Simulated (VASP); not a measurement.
Set up this calculation in VASP 6.6.1, as the native input.

* Task: relaxation of cell and atoms
* Functional: PBE
* Potentials or basis: VASP PAW PBE potentials, release 64 (Bi_d)
* Cutoff: 600 eV
* k mesh: 11 × 11 × 11
* Occupations: fermi-dirac, width 0.05 eV
* Spin: no spin polarisation
* Dipole correction: no
* Further INCAR settings: ALGO = Normal; EDIFF = 1e-07; IBRION = 2; EDIFFG = -0.005; NSW = 60; ISIF = 3

The structure of Bi lies in POSCAR:

```
Bi
1.0
    0.0000000000      3.4199518934      3.4199518934
    3.4199518934      0.0000000000      3.4199518934
    3.4199518934      3.4199518934      0.0000000000
Bi
2
Direct
   -0.1250000000     -0.1250000000     -0.1250000000
    0.1250000000      0.1250000000      0.1250000000
```

This isn't the form of Bi at room conditions, which is rhombohedral.

One way to write it, as run:

INCAR

```
ALGO = Normal ; EDIFF = 1E-7
EDIFFG = -0.005 ; ENCUT = 600
GGA = PE ; IBRION = 2
ISIF = 3 ; ISMEAR = -1
LASPH = T ; LCHARG = F
LREAL = F ; LWAVE = F
NELM = 100 ; NSW = 60
PREC = Accurate ; SIGMA = 0.05
```

KPOINTS

```
k-points
0
Gamma
  11 11 11
```

Potentials or basis: VASP PAW PBE potentials, release 64 (Bi_d).

Command:

```sh
$ cat potpaw_PBE.64/Bi_d/POTCAR > POTCAR
$ mpirun -np 1 vasp_std > vasp.out
```

It gave:

```json
{
 "Relaxed volume": "48.31 Å³/atom",
 "Relaxed cell": "a = 5.151 Å, b = 5.151 Å, c = 5.151 Å, α = 60.00°, β = 60.00°, γ = 60.00°",
 "Space group after relaxing (to 0.1 Å)": "Fd-3m (No. 227)",
 "Energy gained by relaxing": "179.8 meV/atom",
 "Ionic steps": "5",
 "Pressure after relaxing": "0.0 GPa",
 "Band gap on the k mesh": "zero (bands 15 and 16 overlap by 0.57 eV)"
}
```

Caveat: the volume moved by over 15 % at a fixed basis, so the end points are rough; spin-orbit coupling is left out, which moves the levels of the heavy elements.

Wall time 3.6 min on 1 thread of Intel(R) Xeon(R) 6975P-C (Granite Rapids), with other jobs on the host, peak memory 0.3 GiB.
